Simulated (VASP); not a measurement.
A run of VASP 6.6.1 is set up as follows.

The input INCAR:

```
SYSTEM = MgSiN
ALGO = Normal
EDIFF = 1E-6
ENCUT = 520
GGA = PE
ISIF = 2
ISMEAR = 0
LASPH = .TRUE.
LCHARG = .TRUE.
LELF = .TRUE.
LREAL = .FALSE.
LVHAR = .TRUE.
LWAVE = .FALSE.
NBANDS = 20
NELM = 100
PREC = Accurate
SIGMA = 0.1
```

KPOINTS

```
k-points
0
G
  12 12 6
  0 0 0
```

The input POSCAR:

```
MgSiN
1.0
    3.4248682764      0.0000000000      0.0000000000
    0.0000000000      3.4248682764      0.0000000000
    0.0000000000      0.0000000000      7.6169072867
Mg Si N
2 2 2
Direct
    0.5000000000      0.0000000000      0.1575927921
    0.0000000000      0.5000000000      0.8424072079
    0.5000000000      0.0000000000      0.5336158190
    0.0000000000      0.5000000000      0.4663841810
    0.5000000000      0.5000000000      0.0000000000
    0.0000000000      0.0000000000      0.0000000000
```

Potentials or basis: VASP PAW PBE potentials, release 64 (Mg, Si, N).

The run is started by

```sh
$ cat potpaw_PBE.64/Mg/POTCAR potpaw_PBE.64/Si/POTCAR potpaw_PBE.64/N/POTCAR > POTCAR
$ mpirun -np 1 vasp_std > vasp.out
```

Question: Estimate the largest force.

Answer: 0.003 eV/Å.

Question: What does it give for the band gap on the k mesh?

Answer: Zero (band 11 reaches 5.63 eV, above the bottom of band 12 at 3.27 eV).

Question: Predict the pressure.

Answer: -0.2 GPa.

Forces in eV/Å, atoms in the order of the input:
```
Mg   0.000  0.000 -0.003
Mg   0.000  0.000  0.003
Si   0.000  0.000 -0.001
Si   0.000  0.000  0.001
N    0.000  0.000  0.000
N    0.000  0.000  0.000
```
